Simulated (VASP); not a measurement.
The system is MgS2I3.

```
Mg S I
1.0
     4.10030    0.00000    0.00000
     0.00000    4.10030    0.00000
     0.00000    0.00000   13.70653
Mg S I
1 2 3
Cartesian
  2.0502 2.0502 6.8533
  2.0502 2.0502 11.6144
  2.0502 2.0502 2.0922
  0.0000 0.0000 0.0000
  0.0000 0.0000 9.7940
  0.0000 0.0000 3.9125
```

* Program: VASP 6.6.1
* Task: relaxation of cell and atoms
* Functional: PBE
* Potentials or basis: VASP PAW PBE potentials, release 64 (Mg, S, I)
* Cutoff: 600 eV
* k mesh: 4 × 4 × 2
* Occupations: gaussian, width 0.1 eV
* Spin: no spin polarisation

At the start: pressure -5.0 GPa; volume 38.41 Å³/atom.

Q: How do energy, volume and symmetry change on relaxing?

A: Over 48 steps the energy falls by 850.7 meV/atom and the volume is 33.37 Å³/atom (-13.1 %); space group P4/mmm (No. 123, to 0.05 Å).

Step by step:
```csv
step,energy change (eV),largest force (eV/Å),pressure (GPa),volume (Å³)
1,0.0000,0.1664,-5.00,230.44
3,-1.5538,1.1684,-0.73,166.75
5,-1.8376,1.6124,1.09,155.82
7,1.5321,8.6345,32.46,114.49
9,-2.1777,1.0035,12.63,127.15
11,-2.2910,1.3728,10.20,130.72
13,-2.4859,1.0188,10.21,130.92
15,-2.4962,0.9495,10.28,130.97
17,-2.9056,1.0106,6.21,138.27
19,-3.2051,1.2435,-3.27,174.44
21,-3.3239,1.1516,-0.88,160.04
23,-3.5500,1.0227,-0.75,160.84
25,-3.8964,0.9459,2.48,162.98
27,-4.0364,1.3333,1.50,164.89
29,-4.4610,5.7893,5.46,185.26
31,-4.9541,0.7909,2.81,179.07
33,-5.0687,0.6112,0.90,188.78
35,-5.0879,0.1908,-0.37,195.46
37,-5.0923,0.1444,-0.17,194.33
39,-5.0954,0.1013,0.06,192.69
41,-5.0964,0.0458,0.19,192.91
43,-5.0987,0.0211,0.07,194.50
45,-5.0992,0.1066,-0.34,201.76
47,-5.1018,0.0340,-0.15,199.00
48,-5.1041,0.0065,-0.08,200.22
```

Final structure:
```xyz
6
Lattice="3.9823 0.0000 0.0000 0.0000 3.9823 0.0000 0.0000 0.0000 12.6250" Properties=species:S:1:pos:R:3 pbc="T T T"
Mg    1.9912    1.9912    6.3125
S     1.9912    1.9912   11.5927
S     1.9912    1.9912    1.0323
I     0.0000    0.0000    0.0000
I     0.0000    0.0000    8.1144
I     0.0000    0.0000    4.5106
```

Caveat: the k points lie up to 0.39 Å⁻¹ apart in the final cell; this functional lacks dispersion, which binds the layers, so the pressure and a relaxed spacing across them are unreliable; an odd number of electrons without spin polarisation forces a metal; a magnetic or distorted state may lie lower.
